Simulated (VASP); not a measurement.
# Ag (I4/mmm) in VASP: a series of runs, part 4 of 4

VASP 6.6.1. Earlier steps stand in the parts before.

## 5. Single point, PBE (strain -0.030 along x and y, +0.015 along z)

INCAR reads:

```
SYSTEM = Ag
PREC = Accurate
ENCUT = 520
EDIFF = 1E-7
ISMEAR = 0
SIGMA = 0.15
LREAL = .FALSE.
LASPH = .TRUE.
NELM = 80
ALGO = Normal
ISIF = 2
LWAVE = .FALSE.
LCHARG = .FALSE.
GGA = PE
NBANDS = 12
```

KPOINTS reads:

```
regular mesh
0
G
  10 10 10
  0 0 0
```

POSCAR reads:

```
Ag
1.0
    0.0000000000      1.9818070000      2.0737465000
    1.9818070000      0.0000000000      2.0737465000
    1.9818070000      1.9818070000      0.0000000000
Ag
1
Direct
    0.0000000000      0.0000000000      0.0000000000
```

Potentials or basis: VASP PAW PBE potentials, release 64 (Ag).

Started as:

```bash
$ cat potpaw_PBE.64/Ag/POTCAR > POTCAR
$ mpirun -np 1 vasp_std > vasp.out
```

OUTCAR:

```text
SYSTEM = Ag
   PREC = Accurate
   ENCUT = 520
   EDIFF = 1E-7
   ISMEAR = 0
   LREAL = .FALSE.
   LASPH = .TRUE.
   NELM = 80
   ISIF = 2
   GGA = PE

 ion  position               nearest neighbor table
   1  0.000  0.000  0.000-

  LATTYP: Found a body centered tetragonal cell.
 ALAT       =     2.8026983374
 C/A-ratio  =     1.4798214081

  Lattice vectors:

 A1 = (  -1.9818070000,   0.0000000000,   2.0737465000)
 A2 = (   1.9818070000,   0.0000000000,   2.0737465000)
 A3 = (   0.0000000000,   1.9818070000,  -2.0737465000)

Analysis of symmetry for initial positions (statically):
=====================================================================
 Subroutine PRICEL returns:
 Original cell was already a primitive cell.

 Routine SETGRP: Setting up the symmetry group for a
 body centered tetragonal supercell.

 Subroutine GETGRP returns: Found 16 space group operations
 (whereof 16 operations were pure point group operations)
 out of a pool of 16 trial point group operations.

The static configuration has the point symmetry D_4h.

Analysis of symmetry for dynamics (positions and initial velocities):
=====================================================================
 Subroutine PRICEL returns:
 Original cell was already a primitive cell.

 Routine SETGRP: Setting up the symmetry group for a
 body centered tetragonal supercell.

 Subroutine GETGRP returns: Found 16 space group operations
 (whereof 16 operations were pure point group operations)
 out of a pool of 16 trial point group operations.

The dynamic configuration has the point symmetry D_4h.

 Subroutine INISYM returns: Found 16 space group operations
 (whereof 16 operations are pure point group operations),
 and found     1 'primitive' translations

----------------------------------------------------------------------------------------

                                     Primitive cell

  volume of cell :      16.2895

  direct lattice vectors                    reciprocal lattice vectors
     0.000000000  1.981807000  2.073746500    -0.252295001  0.252295001  0.241109509
     1.981807000  0.000000000  2.073746500     0.252295001 -0.252295001  0.241109509
     1.981807000  1.981807000  0.000000000     0.252295001  0.252295001 -0.241109509

  length of vectors
     2.868446188  2.868446188  2.802698337     0.430626672  0.430626672  0.430626672

  position of ions in fractional coordinates (direct lattice)
     0.000000000  0.000000000  0.000000000

  ion indices of the primitive-cell ions
   primitive index   ion index
                 1           1

----------------------------------------------------------------------------------------

 KPOINTS: regular mesh

Automatic generation of k-mesh.
 Grid dimensions read from file:
 generate k-points for:   10   10   10

 Generating k-lattice:

  Cartesian coordinates                     Fractional coordinates (reciprocal lattice)
    -0.025229500  0.025229500  0.024110951     0.100000000  0.000000000  0.000000000
     0.025229500 -0.025229500  0.024110951     0.000000000  0.100000000  0.000000000
     0.025229500  0.025229500 -0.024110951    -0.000000000 -0.000000000  0.100000000

  Length of vectors
     0.043062667  0.043062667  0.043062667

  Shift w.r.t. Gamma in fractional coordinates (k-lattice)
     0.000000000  0.000000000  0.000000000

 Subroutine IBZKPT returns following result:
 ===========================================

 Found    102 irreducible k-points:

 Following reciprocal coordinates:
            Coordinates               Weight
  0.000000  0.000000  0.000000      1.000000
  0.100000 -0.000000  0.000000      8.000000
  0.200000 -0.000000  0.000000      8.000000
  0.300000  0.000000  0.000000      8.000000
  0.400000  0.000000  0.000000      8.000000
  0.500000  0.000000  0.000000      4.000000
[... 16 lines left out ...]
  0.300000  0.300000  0.000000      2.000000
  0.400000  0.300000  0.000000      8.000000
 [... further k-points ...]
   k-points           NKPTS =    102   k-points in BZ     NKDIM =    102   number of bands    NBANDS=     12
   number of dos      NEDOS =    301   number of ions     NIONS =      1
   total plane-waves  NPLWV =  13824
   dimension x,y,z NGX =    24 NGY =   24 NGZ =   24
   dimension x,y,z NGXF=    48 NGYF=   48 NGZF=   48
   ions per type =               1
   NGX,Y,Z   is equivalent  to a cutoff of  13.91, 13.91, 14.24 a.u.
   NGXF,Y,Z  is equivalent  to a cutoff of  27.82, 27.82, 28.47 a.u.
 SYSTEM =  Ag
   PREC   = accura    normal or accurate (medium, high low for compatibility)
   ISTART =      0    job   : 0-new  1-cont  2-samecut
   ICHARG =      2    charge: 1-file 2-atom 10-const
   ISPIN  =      1    spin polarized calculation?
   LNONCOLLINEAR =      F non collinear calculations
   LSORBIT =      F    spin-orbit coupling
   LASPH  =      T    aspherical Exc in radial PAW
   ENCUT  =  520.0 eV  38.22 Ry    6.18 a.u.   5.33  5.33  5.21*2*pi/ulx,y,z
   NELM   =     80;   NELMIN=  2; NELMDL= -5     # of ELM steps
   EDIFF  = 0.1E-06   stopping-criterion for ELM
   LREAL  =      F    real-space projection
   EDIFFG = 0.1E-05   stopping-criterion for IOM
   NSW    =      0    number of steps for IOM
   IBRION =     -1    ionic relax: 0-MD 1-quasi-New 2-CG
   NFREE  =      0    steps in history (QN), initial steepest desc. (CG)
   ISIF   =      2    stress and relaxation
   ISYM   =      2    0-nonsym 1-usesym 2-fastsym
   POTIM  = 0.5000    time-step for ionic-motion
   TEBEG  =    0.0;   TEEND  =   0.0 temperature during run
   PSTRESS=    0.0 pullay stress
   NELECT =      11.0000    total number of electrons
   NUPDOWN=      -1.0000    fix difference up-down
   EMIN   =  10.00;   EMAX   =-10.00  energy-range for DOS
   EFERMI =   0.00;   METHOD = LEGACY
   ISMEAR =     0;   SIGMA  =   0.15  broadening in eV -4-tet -1-fermi 0-gaus
   EFERMI_NEDOS =   21; number of points for ismear=-14 and -15
   IALGO  =     38    algorithm
   IMIX   =      4    mixing-type and parameters
     AMIX     =   0.40;   BMIX     =  1.00
     AMIX_MAG =   1.60;   BMIX_MAG =  1.00
  volume/ion in A,a.u.               =      16.29       109.93
  Fermi-wavevector in a.u.,A,eV,Ry     =   1.436271  2.714158 28.067094  2.062873
  Thomas-Fermi vector in A             =   2.555477
   LORBIT       =      0    0 simple, 1 ext, 2 COOP (PROOUT), +10 PAW based schemes
   GGA     = PE    functional components
   LHFCALC =     F    Hartree Fock is set to
   AEXX    =    0.0000 exact exchange contribution
   IVDW    =     0    specifies the selected vdW correction
   LEPSILON=     F    determine dielectric tensor
   LRPA    =     F    only Hartree local field effects (RPA)
 non-spin polarized calculation
 Gauss-broadening in eV      SIGMA  =   0.15
  energy-cutoff  :      520.00
  volume of cell :       16.29
 maximum number of plane-waves:       452
 NGX is ok and might be reduce to    24
   NGX = 11   NGY = 11   NGZ = 11

 number of electron      11.0000003 magnetization

 Free energy of the ion-electron system (eV)
  ---------------------------------------------------
  ext. energy  EPLUGINS =         0.00000000
  ---------------------------------------------------
  free energy    TOTEN  =        -2.65491145 eV

  energy without entropy =       -2.65047263  energy(sigma->0) =       -2.65269204

 E-fermi :   9.0146     XC(G=0): -12.4837

 val. band max:        8.9806821919   @ k =  -0.3000   0.2000   0.1000
 cond. band min:       9.0809737926   @ k =   0.5000   0.1000   0.0000
 fundamental gap:      0.1002916007
 Fermi energy:         9.0145945853

 k-point     1 :       0.0000    0.0000    0.0000
  band No.  band energies     occupation
      1       0.9723      2.00000
      2       3.8997      2.00000
      3       4.2192      2.00000
      4       4.2192      2.00000
      5       5.0593      2.00000
      6       5.3852      2.00000
      7      25.2302      0.00000
      8      28.5919      0.00000
      9      29.2811      0.00000
     10      29.2811      0.00000
     11      33.9646      0.00000
     12      35.2530      0.00000
[... 331 lines left out ...]
 k-point    24 :       0.4000    0.3000    0.0000
  band No.  band energies     occupation
      1       2.7302      2.00000
      2       2.8857      2.00000
      3       5.2415      2.00000
      4       5.5338      2.00000
      5       6.0449      2.00000
      6       7.5624      2.00000
      7      20.0349      0.00000
      8      20.4589      0.00000
      9      22.4286      0.00000
     10      27.0465      0.00000
     11      29.3119      0.00000
     12      38.4749      0.00000

 [... further k-points ...]

------------------------ aborting loop because EDIFF is reached ----------------------------------------

  FORCE on cell =-STRESS in cart. coord.  units (eV):
  Direction    XX          YY          ZZ          XY          YZ          ZX
  --------------------------------------------------------------------------------------
  -------------------------------------------------------------------------------------
  Total        1.1756117      1.1756117      1.0055722      0.0000000      0.0000000      0.0000000
  in kB      115.6288229    115.6288229     98.9043673      0.0000000      0.0000000      0.0000000
  external PRESSURE =     110.0540044 kB  Pullay stress =       0.0000000 kB

 VOLUME and BASIS-vectors are now :
 -----------------------------------------------------------------------------
  energy-cutoff  :      520.00
  volume of cell :       16.29
      direct lattice vectors                 reciprocal lattice vectors
     0.000000000  1.981807000  2.073746500    -0.252295001  0.252295001  0.241109509
     1.981807000  0.000000000  2.073746500     0.252295001 -0.252295001  0.241109509
     1.981807000  1.981807000  0.000000000     0.252295001  0.252295001 -0.241109509

 POSITION                                       TOTAL-FORCE (eV/Angst)
 -----------------------------------------------------------------------------------
      0.00000      0.00000      0.00000         0.000000      0.000000      0.000000
 -----------------------------------------------------------------------------------
    total drift:                               -0.000000     -0.000000     -0.000000

  FREE ENERGIE OF THE ION-ELECTRON SYSTEM (eV)
  ---------------------------------------------------
  free  energy   TOTEN  =        -2.6549114514 eV

  energy  without entropy=       -2.6504726284  energy(sigma->0) =       -2.65269204
```

OSZICAR:

```text
N       E                     dE             d eps       ncg     rms          rms(c)
DAV:   1     0.510304501028E+02    0.51030E+02   -0.55165E+03  2464   0.836E+02
DAV:   2    -0.214109766019E+01   -0.53172E+02   -0.50760E+02  2840   0.196E+02
DAV:   3    -0.292054266054E+01   -0.77945E+00   -0.77886E+00  2896   0.248E+01
DAV:   4    -0.292289706428E+01   -0.23544E-02   -0.23543E-02  2800   0.142E+00
DAV:   5    -0.292291521637E+01   -0.18152E-04   -0.18152E-04  2932   0.112E-01    0.597E+00
DAV:   6    -0.266855753432E+01    0.25436E+00   -0.95175E-01  2676   0.883E+00    0.380E+00
DAV:   7    -0.265834395769E+01    0.10214E-01   -0.11883E-02  2844   0.103E+00    0.209E+00
DAV:   8    -0.265489998349E+01    0.34440E-02   -0.69247E-04  2760   0.186E-01    0.972E-02
DAV:   9    -0.265490707694E+01   -0.70935E-05   -0.93987E-06  2880   0.247E-02    0.265E-02
DAV:  10    -0.265491195558E+01   -0.48786E-05   -0.38489E-06  2812   0.180E-02    0.563E-03
DAV:  11    -0.265491151040E+01    0.44518E-06   -0.93315E-08  2512   0.255E-03    0.683E-04
DAV:  12    -0.265491145136E+01    0.59040E-07   -0.56444E-09  1480   0.648E-04
   1 F= -.26549115E+01 E0= -.26526920E+01  d E =-.443882E-02
```

It took 27 s on 1 thread of Intel Xeon 8259CL, shared host; peak memory 0.15 GiB.

Results:

* Free energy: -2.6549 eV
* Pressure: 11.0 GPa

Caveat: the cell differs from its parent crystal (strain -0.030 along x and y, +0.015 along z).

## 6. Single point, PBE (strain -0.015 along x and y, +0.000 along z)

INCAR reads:

```
SYSTEM = Ag
PREC = Accurate
ENCUT = 520
EDIFF = 1E-6
ISMEAR = 0
SIGMA = 0.15
LREAL = .FALSE.
LASPH = .TRUE.
NELM = 60
ALGO = Fast
ISIF = 2
LWAVE = .FALSE.
LCHARG = .TRUE.
GGA = PE
LELF = .TRUE.
LVHAR = .TRUE.
NBANDS = 12
```

KPOINTS is that of step 5.

POSCAR reads:

```
Ag
1.0
    0.0000000000      2.0124535000      2.0431000000
    2.0124535000      0.0000000000      2.0431000000
    2.0124535000      2.0124535000      0.0000000000
Ag
1
Direct
    0.0000000000      0.0000000000      0.0000000000
```

Potentials or basis: VASP PAW PBE potentials, release 64 (Ag).

Started as:

```bash
$ cat potpaw_PBE.64/Ag/POTCAR > POTCAR
$ mpirun -np 1 vasp_std > vasp.out
```

Run time: 29 s. Hardware: 1 thread of Intel Xeon 8259CL, shared host; peak memory 0.15 GiB.

The run converged. Its results:

```
Free energy : -2.6732 eV
Pressure    : 8.7 GPa
```

Stress tensor (GPa, compression positive):
```
8.86 0.00 0.00
0.00 8.86 0.00
0.00 0.00 8.30
```

Levels at points of the mesh, in eV from the Fermi level:
```csv
k point,band 4,band 5,band 6,band 7,band 8,band 9
"(0.00, 0.00, 0.00)",-4.82,-3.82,-3.72,16.15,19.75,19.97
"(0.50, 0.00, 0.00)",-2.95,-2.91,-0.42,3.83,15.36,18.08
"(0.50, 0.50, 0.00)",-2.72,-2.72,1.46,6.79,11.06,11.06
"(0.50, 0.00, 0.50)",-2.74,-2.67,1.72,7.17,10.77,10.80
```

Caveat: the cell differs from its parent crystal (strain -0.015 along x and y, +0.000 along z).

## 7. Single point, PBE (strain +0.000 along x and y, -0.015 along z)

INCAR reads:

```
SYSTEM = Ag
PREC = Accurate
ENCUT = 520
EDIFF = 1E-6
ISMEAR = 0
SIGMA = 0.15
LREAL = .FALSE.
LASPH = .TRUE.
NELM = 80
ALGO = Normal
ISIF = 2
LWAVE = .FALSE.
LCHARG = .FALSE.
GGA = PE
NBANDS = 12
```

KPOINTS reads:

```
Automatic mesh
0
G
  10 10 10
  0 0 0
```

POSCAR reads:

```
Ag
1.0
    0.0000000000      2.0431000000      2.0124535000
    2.0431000000      0.0000000000      2.0124535000
    2.0431000000      2.0431000000      0.0000000000
Ag
1
Direct
    0.0000000000      0.0000000000      0.0000000000
```

Started as:

```bash
$ cat potpaw_PBE.64/Ag/POTCAR > POTCAR
$ mpirun -np 1 vasp_std > vasp.out
```

Wall time 24 s (1 thread of Intel Xeon 8259CL, shared host); peak memory 0.15 GiB.

Results (log left out):

* Free energy: -2.6854 eV
* Pressure: 6.6 GPa

Stress tensor (GPa, compression positive):
```
6.48 0.00 0.00
0.00 6.48 0.00
0.00 0.00 6.97
```

Levels at points of the mesh, in eV from the Fermi level:
```tsv
k point	band 2	band 3	band 4	band 5	band 6	band 7	band 8	band 9	band 10	band 11
(0.00, 0.00, 0.00)	-4.83	-4.83	-4.73	-3.79	-3.69	16.12	19.71	19.71	19.92	24.62
(0.50, 0.00, 0.00)	-4.87	-4.77	-2.94	-2.90	-0.38	3.75	15.34	17.91	18.28	22.98
(0.50, 0.50, 0.00)	-6.33	-2.95	-2.70	-2.70	1.83	7.17	10.62	10.62	17.25	17.33
(0.50, 0.00, 0.50)	-6.33	-2.95	-2.74	-2.67	1.57	6.80	10.88	10.91	17.51	17.60
```

Caveat: the cell differs from its parent crystal (strain +0.000 along x and y, -0.015 along z).

## 8. The runs side by side

| cell | gap on the mesh (eV) | pressure (GPa) |
| --- | --- | --- |
| a = 2.824, b = 2.824, c = 2.846 Å, angles 59.7, 59.7, 60.5°, 1 atom | none | 13.2 |
| a = 2.891, b = 2.891, c = 2.803 Å, angles 61.0, 61.0, 58.0°, 1 atom | none | 9.0 |
| a = 2.846, b = 2.846, c = 2.889 Å, angles 59.5, 59.5, 61.0°, 1 atom | none | 8.7 |
| a = 2.868, b = 2.868, c = 2.803 Å, angles 60.8, 60.8, 58.5°, 1 atom | none | 11.0 |
| a = 2.868, b = 2.868, c = 2.846 Å, angles 60.3, 60.3, 59.5°, 1 atom | none | 8.7 |
| a = 2.868, b = 2.868, c = 2.889 Å, angles 59.8, 59.8, 60.5°, 1 atom | none | 6.6 |

Alike in all rows: task single point; level PBE; potentials or basis VASP PAW PBE potentials, release 64 (Ag); no spin polarisation; k mesh 10 × 10 × 10; cutoff (eV) 520; smearing gaussian 0.15 eV.

Total energies depend on the potentials used, so only differences within one code and one set of settings carry meaning.
